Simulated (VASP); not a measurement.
# HC16 (a cell with a defect) in VASP: notebook, part 2 of 2

VASP 6.6.1.

**3. Single point, PBEsol**

Contents of INCAR:

```
SYSTEM = HC16
PREC     = Accurate       ! precision mode
ENCUT    = 520            ! plane-wave cutoff, eV
EDIFF    = 1E-6           ! SCF threshold, eV
ISMEAR   = 0              ! smearing method
SIGMA    = 0.02           ! smearing width, eV
LREAL    = Auto         
LASPH    = .TRUE.         ! aspherical terms in the spheres
NELM     = 80             ! most SCF steps
ALGO     = Normal         ! electronic algorithm
ISIF     = 2              ! what is computed and relaxed
LWAVE    = .FALSE.        ! write WAVECAR
LCHARG   = .FALSE.        ! write CHGCAR
GGA      = PS             ! functional
NBANDS   = 46             ! bands
NELECT   = 64.0
```

Contents of KPOINTS:

```
regular mesh
0
G
  3 3 3
  0 0 0
```

Contents of POSCAR:

```
HC16
1.0
    0.0000000000      3.5700000000      3.5700000000
    3.5700000000      0.0000000000      3.5700000000
    3.5700000000      3.5700000000      0.0000000000
C H
16 1
Direct
   -0.0148652661      0.0290285714     -0.0060226891
    0.1234515406      0.1177845938      0.1314028011
   -0.0072058824     -0.0005887955      0.5039352941
    0.1193156863      0.1325705882      0.6212904762
   -0.0061994398      0.4864837535      0.0023624650
    0.1309478992      0.5995585434      0.1393826331
   -0.0100745098      0.5038126050      0.5030179272
    0.1204378151      0.6232193277      0.6261204482
    0.4960633053     -0.0008649860      0.0011372549
    0.6133964986      0.1318581232      0.1278992997
    0.4933609244      0.0031808123      0.5019119048
    0.6187543417      0.1257313725      0.6270873950
    0.4947774510      0.5032701681     -0.0011626050
    0.6179766106      0.6231485994      0.1289037815
    0.4937690476      0.4995864146      0.5021973389
    0.6157551821      0.6289756303      0.6245369748
    0.9755107843      0.8036724090     -0.0275303922
```

Potentials or basis: VASP PAW PBE potentials, release 64 (C, H).

On the command line:

```
cat potpaw_PBE.64/C/POTCAR potpaw_PBE.64/H/POTCAR > POTCAR
mpirun -np 1 vasp_std > vasp.out
```

OUTCAR:

```text
SYSTEM = HC16
   PREC = Accurate
   ENCUT = 520
   EDIFF = 1E-6
   ISMEAR = 0
   LREAL = Auto
   LASPH = .TRUE.
   NELM = 80
   ISIF = 2
   GGA = PS
   NELECT = 64.0

 ion  position               nearest neighbor table
   1  0.985  0.029  0.994-  17 1.22   2 1.51  10 1.54   4 1.54   6 1.77
   2  0.123  0.118  0.131-   1 1.51   5 1.52   3 1.54   9 1.54
   3  0.993  0.999  0.504-   2 1.54  12 1.54   8 1.55   4 1.55
   4  0.119  0.133  0.621-   7 1.53   1 1.54  11 1.54   3 1.55
   5  0.994  0.486  0.002-   2 1.52  14 1.55   8 1.55   6 1.60
   6  0.131  0.600  0.139-  17 1.17   7 1.50  13 1.50   5 1.60   1 1.77
   7  0.990  0.504  0.503-   6 1.50   4 1.53   8 1.54  16 1.54
   8  0.120  0.623  0.626-   7 1.54  15 1.54   3 1.55   5 1.55
[... 886 lines left out ...]
  in kB     -164.9704346   -174.0934677   -164.7376100    -31.0192199    -31.4644855     44.2473542
  external PRESSURE =    -167.9338374 kB  Pullay stress =       0.0000000 kB

 VOLUME and BASIS-vectors are now :
 -----------------------------------------------------------------------------
  energy-cutoff  :      520.00
  volume of cell :       91.00
      direct lattice vectors                 reciprocal lattice vectors
     0.000000000  3.570000000  3.570000000    -0.140056022  0.140056022  0.140056022
     3.570000000  0.000000000  3.570000000     0.140056022 -0.140056022  0.140056022
     3.570000000  3.570000000  0.000000000     0.140056022  0.140056022 -0.140056022

 POSITION                                       TOTAL-FORCE (eV/Angst)
 -----------------------------------------------------------------------------------
      3.65213      7.06543      3.62056        -0.012345      0.018042     -0.017617
      0.88960      0.90983      0.86121         0.000042      0.013504      0.002165
      5.36695      5.34332      7.11217         0.001014     -0.006767     -0.011399
      2.69128      2.64396      0.89923        -0.004295      0.003016     -0.001964
      1.74518      3.55630      5.28461         0.002520      0.000340      0.002151
      2.63802      0.96508      2.60791        -0.004405     -0.014728      0.004800
[... 9 lines left out ...]
      4.47504      4.42784      4.44369         0.009943     -0.006941      0.002600
      6.34083      6.95429      6.35168        -0.013106     -0.042910      0.006659
 -----------------------------------------------------------------------------------
    total drift:                               -0.009581      0.030493      0.035026

  FREE ENERGIE OF THE ION-ELECTRON SYSTEM (eV)
  ---------------------------------------------------
  free  energy   TOTEN  =      -163.8099020299 eV

  energy  without entropy=     -163.8099020299  energy(sigma->0) =     -163.80990203
```

OSZICAR:

```text
N       E                     dE             d eps       ncg     rms          rms(c)
DAV:   1     0.157103989835E+03    0.15710E+03   -0.33927E+04  1288   0.136E+03
DAV:   2    -0.155339698438E+03   -0.31244E+03   -0.29469E+03  1634   0.261E+02
DAV:   3    -0.168399809369E+03   -0.13060E+02   -0.12949E+02  1672   0.501E+01
DAV:   4    -0.168580917795E+03   -0.18111E+00   -0.18051E+00  1704   0.615E+00
DAV:   5    -0.168585106020E+03   -0.41882E-02   -0.41851E-02  1628   0.843E-01    0.159E+01
DAV:   6    -0.165114708989E+03    0.34704E+01   -0.23247E+00  1546   0.693E+00    0.932E+00
DAV:   7    -0.163809675290E+03    0.13050E+01   -0.31427E+00  1552   0.778E+00    0.199E+00
DAV:   8    -0.163808885459E+03    0.78983E-03   -0.12897E-01  1628   0.188E+00    0.592E-01
DAV:   9    -0.163810014009E+03   -0.11286E-02   -0.12039E-02  1650   0.519E-01    0.102E-01
DAV:  10    -0.163809873180E+03    0.14083E-03   -0.63473E-04  1606   0.143E-01    0.514E-02
DAV:  11    -0.163809895128E+03   -0.21948E-04   -0.23240E-04  1672   0.811E-02    0.180E-02
DAV:  12    -0.163809900303E+03   -0.51750E-05   -0.26291E-05  1584   0.242E-02    0.923E-03
DAV:  13    -0.163809902215E+03   -0.19114E-05   -0.35033E-06  1448   0.101E-02    0.371E-03
DAV:  14    -0.163809902030E+03    0.18466E-06   -0.10070E-06   952   0.481E-03
   1 F= -.16380990E+03 E0= -.16380990E+03  d E =-.187199E-39
```

It took 2.2 min on 1 thread of Intel Xeon 6975P-C (Granite Rapids), shared host; peak memory 0.24 GiB.

What came out:

```yaml
Free_energy: -163.8099 eV
Largest_force: 0.045 eV/Å
```

Forces in eV/Å, atoms in the order of the input:
```
C   -0.012  0.018 -0.018
C    0.000  0.014  0.002
C    0.001 -0.007 -0.011
C   -0.004  0.003 -0.002
C    0.003  0.000  0.002
C   -0.004 -0.015  0.005
C    0.019  0.016 -0.020
C    0.009  0.001  0.009
C   -0.009  0.001  0.005
C   -0.002  0.002 -0.009
C   -0.004 -0.002 -0.003
C    0.009 -0.003  0.009
C   -0.011  0.024  0.008
C    0.003 -0.001  0.011
C    0.006 -0.001  0.002
C    0.010 -0.007  0.003
H   -0.013 -0.043  0.007
```

Caveat: the k points lie up to 0.51 Å⁻¹ apart; the cell carries a net charge on a neutralising background, which shifts energy and pressure; the cell is charged against a uniform background, so pressure and absolute levels hang on convention; the PAW data sets were made with another functional, which shifts forces and pressure a little.

**4. Single point, PBEsol**

Contents of INCAR:

```
ALGO     = Normal         # electronic algorithm
EDIFF    = 1E-6           # SCF threshold, eV
ENCUT    = 520            # plane-wave cutoff, eV
GGA      = PS             # functional
ISIF     = 2              # what is computed and relaxed
ISMEAR   = 0              # smearing method
LASPH    = T              # aspherical terms in the spheres
LCHARG   = F              # write CHGCAR
LREAL    = Auto         
LWAVE    = F              # write WAVECAR
NBANDS   = 46             # bands
NELECT   = 64.0         
NELM     = 60             # most SCF steps
PREC     = Accurate       # precision mode
SIGMA    = 0.02           # smearing width, eV
```

Contents of KPOINTS:

```
k-points
0
Gamma
  3 3 3
```

Contents of POSCAR:

```
HC16
1.0
    0.0000000000      3.5700000000      3.5700000000
    3.5700000000      0.0000000000      3.5700000000
    3.5700000000      3.5700000000      0.0000000000
C H
16 1
Direct
   -0.0182983193      0.0079593838      0.0147806723
    0.1233707283      0.1207530812      0.1262628852
   -0.0083726891     -0.0008287115      0.4977584034
    0.1213899160      0.1331591036      0.6120532213
   -0.0084434174      0.4922638655      0.0049913165
    0.1210710084      0.6067637255      0.1390446779
   -0.0138327731      0.5015400560      0.5075588235
    0.1184043417      0.6215469188      0.6273147059
    0.4964864146     -0.0044844538      0.0012519608
    0.6147859944      0.1237431373      0.1293089636
    0.4936579832     -0.0004817927      0.5021142857
    0.6178186275      0.1240390756      0.6270323529
    0.4935380952      0.4965361345      0.0051955182
    0.6177782913      0.6213953782      0.1296710084
    0.4924148459      0.4974476190      0.5031641457
    0.6136229692      0.6240344538      0.6296613445
    1.0911498599      0.8478680672     -0.1488560224
```

On the command line:

```
cat potpaw_PBE.64/C/POTCAR potpaw_PBE.64/H/POTCAR > POTCAR
mpirun -np 1 vasp_std > vasp.out
```

Run time: 2.5 min. Hardware: 1 thread of Intel Xeon 6975P-C (Granite Rapids), shared host; peak memory 0.24 GiB.

Results (log left out):

| Quantity | Value |
| --- | --- |
| Free energy | -163.8044 eV |
| Largest force | 0.036 eV/Å |

Forces in eV/Å, atoms in the order of the input:
```
C    0.011  0.000 -0.001
C   -0.002  0.012  0.011
C    0.002 -0.006 -0.004
C    0.000  0.014 -0.010
C   -0.001 -0.010  0.007
C    0.005 -0.006  0.001
C    0.007 -0.008 -0.009
C   -0.001  0.007 -0.003
C   -0.005 -0.013  0.003
C   -0.001  0.001 -0.012
C    0.000 -0.002  0.001
C   -0.002  0.005 -0.002
C    0.006 -0.003  0.003
C   -0.001  0.007  0.001
C    0.004 -0.007  0.004
C    0.007  0.010 -0.009
H   -0.029 -0.001  0.020
```

Levels at points of the mesh, in eV from the Fermi level:
```csv
k point,band 30,band 31,band 32,band 33,band 34,band 35
"(0.00, 0.00, 0.00)",-0.50,-0.35,-0.17,2.29,3.38,3.78
```

Caveat: the k points lie up to 0.51 Å⁻¹ apart; the cell carries a net charge on a neutralising background, which shifts energy and pressure; the cell is charged against a uniform background, so pressure and absolute levels hang on convention; the PAW data sets were made with another functional, which shifts forces and pressure a little.

**5. Single point, PBEsol**

Contents of INCAR:

```
SYSTEM = HC16
PREC = Accurate
ENCUT = 520
EDIFF = 1E-6
ISMEAR = 0
SIGMA = 0.02
LREAL = Auto
LASPH = .TRUE.
NELM = 60
ALGO = Normal
ISIF = 2
LWAVE = .FALSE.
LCHARG = .TRUE.
GGA = PS
LELF = .TRUE.
LVHAR = .TRUE.
NBANDS = 46
NELECT = 64.0
```

Contents of KPOINTS:

```
regular mesh
0
G
  3 3 3
  0 0 0
```

Contents of POSCAR:

```
HC16
1.0
    0.0000000000      3.5700000000      3.5700000000
    3.5700000000      0.0000000000      3.5700000000
    3.5700000000      3.5700000000      0.0000000000
C H
16 1
Direct
   -0.0036802521     -0.0082620448      0.0202553221
    0.1312563025      0.1203722689      0.1251498599
   -0.0039086835     -0.0084193277      0.4935417367
    0.1358509804      0.1294834734      0.6185669468
   -0.0010100840      0.4923781513      0.0052170868
    0.1258530812      0.6138424370      0.1344964986
   -0.0058796919      0.4953488796      0.5060732493
    0.1258364146      0.6136543417      0.6275831933
    0.5037521008     -0.0076263305      0.0028893557
    0.6238570028      0.1202855742      0.1304373950
    0.5025988796     -0.0073386555      0.5032579832
    0.6237553221      0.1202441176      0.6273043417
    0.4996046218      0.4938701681      0.0054508403
    0.6250009804      0.6180880952      0.1293105042
    0.4995918768      0.4938372549      0.5027784314
    0.6210112045      0.6181022409      0.6312742297
    1.0239656863      0.9172788515     -0.2207203081
```

On the command line:

```
cat potpaw_PBE.64/C/POTCAR potpaw_PBE.64/H/POTCAR > POTCAR
mpirun -np 1 vasp_std > vasp.out
```

It took 2.5 min on 1 thread of Intel Xeon 6975P-C (Granite Rapids), shared host; peak memory 0.23 GiB.

Results (log left out):

* Free energy: -163.8048 eV
* Largest force: 0.032 eV/Å

Forces on the atoms (eV/Å):
```
C   -0.009 -0.011  0.010
C    0.002  0.001  0.003
C    0.010  0.003  0.004
C    0.011  0.005  0.000
C   -0.002 -0.001  0.007
C   -0.005 -0.001 -0.004
C    0.004 -0.002  0.003
C    0.000  0.005 -0.007
C   -0.001 -0.003  0.004
C   -0.007 -0.005 -0.001
C   -0.006  0.002  0.007
C    0.003  0.000  0.001
C    0.001  0.003  0.004
C   -0.003  0.004 -0.002
C    0.003  0.001  0.007
C    0.000  0.006 -0.005
H   -0.003 -0.007 -0.031
```

Levels at points of the mesh, in eV from the Fermi level:
```tsv
k point	band 30	band 31	band 32	band 33	band 34	band 35
(0.00, 0.00, 0.00)	-0.48	-0.34	-0.15	2.31	3.39	3.79
```

Caveat: the k points lie up to 0.51 Å⁻¹ apart; the cell carries a net charge on a neutralising background, which shifts energy and pressure; the cell is charged against a uniform background, so pressure and absolute levels hang on convention; the PAW data sets were made with another functional, which shifts forces and pressure a little.
